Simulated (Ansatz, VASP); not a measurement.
# ZrIn2Se3: VASP beside Ansatz

The input INCAR:

```
PREC = Accurate
ENCUT = 520
EDIFF = 1E-6
ISMEAR = 0
SIGMA = 0.1
LREAL = False
LASPH = True
NELM = 80
ALGO = Normal
ISIF = 2
LWAVE = False
LCHARG = False
GGA = PE
NBANDS = 37
```

KPOINTS

```
regular mesh
0
Gamma
  4 4 2
```

POSCAR

```
ZrIn2Se3
1.0
    3.8810075800      0.0000000000      0.0000000000
    0.0000000000      3.8810075800      0.0000000000
    0.0000000000      0.0000000000      8.7045275900
Zr In Se
1 2 3
Direct
    0.5000000000      0.5000000000      0.0000000000
    0.5000000000      0.0000000000      0.7344790700
    0.0000000000      0.5000000000      0.2655209300
    0.5000000000      0.0000000000      0.3861632900
    0.0000000000      0.5000000000      0.6138367100
    0.0000000000      0.0000000000      0.0000000000
```

Input for Ansatz:

```yaml
crystal:
  lattice:
    - [3.88100758, 0.0, 0.0]
    - [0.0, 3.88100758, 0.0]
    - [0.0, 0.0, 8.70452759]
  atoms:
    - { symbol: Zr, position: [0.5, 0.5, 0.0] }
    - { symbol: In, position: [0.5, 0.0, 0.73447907] }
    - { symbol: In, position: [0.0, 0.5, 0.26552093] }
    - { symbol: Se, position: [0.5, 0.0, 0.38616329] }
    - { symbol: Se, position: [0.0, 0.5, 0.61383671] }
    - { symbol: Se, position: [0.0, 0.0, 0.0] }
basis:
  ecutwfc: 420
kpoints:
  mp_grid: { grid: [4, 4, 2] }
hamiltonian:
  xc: pbe
scf:
  occupations: { method: gaussian, width: 0.1 }
  lower_state_search: "off"
output:
  forces: true
  stress: true
  eigenvalues: true
```

Change from the starting cell: species swapped into the Hf2SiAs3 type (P-4m2, No. 115).

Alike in both runs: task single point; functional PBE; k mesh 4 × 4 × 2; occupations gaussian, width 0.1 eV; no spin polarisation.

|  | VASP | Ansatz |
| --- | --- | --- |
| version | VASP 6.6.1 | Ansatz 0.2.0 |
| potentials or method | VASP PAW PBE potentials, release 64 (Zr_sv, In_d, Se), cutoff 520 eV | scalar-relativistic, plane waves, PAW |
| valence electrons in the cell | 56 | 86 |

|  | VASP | Ansatz | Ansatz less VASP |
| --- | --- | --- | --- |
| gap on the k mesh at the Fermi level (eV) | none | none | - |
| pressure (GPa) | 4.7 | 4.7 | -0.04 |
| traceless stress, the component that is largest in VASP (GPa) | 4.42 | 4.44 | +0.026 |
| rms of the force components (eV/Å) | 0.712 | 0.712 | +0.0005 |

Atom by atom the forces differ by 0.001 eV/Å (rms over components). A gap of «none» marks a metal or a gap that the smearing closes. With one functional, cell and mesh, what is left measures potentials, basis and numerics. VASP's potentials hold 56 valence electrons a cell and Ansatz's 86, so a difference there can come from the potentials and not from the codes.

The k mesh is coarse, so the values compare programs but aren't converged.
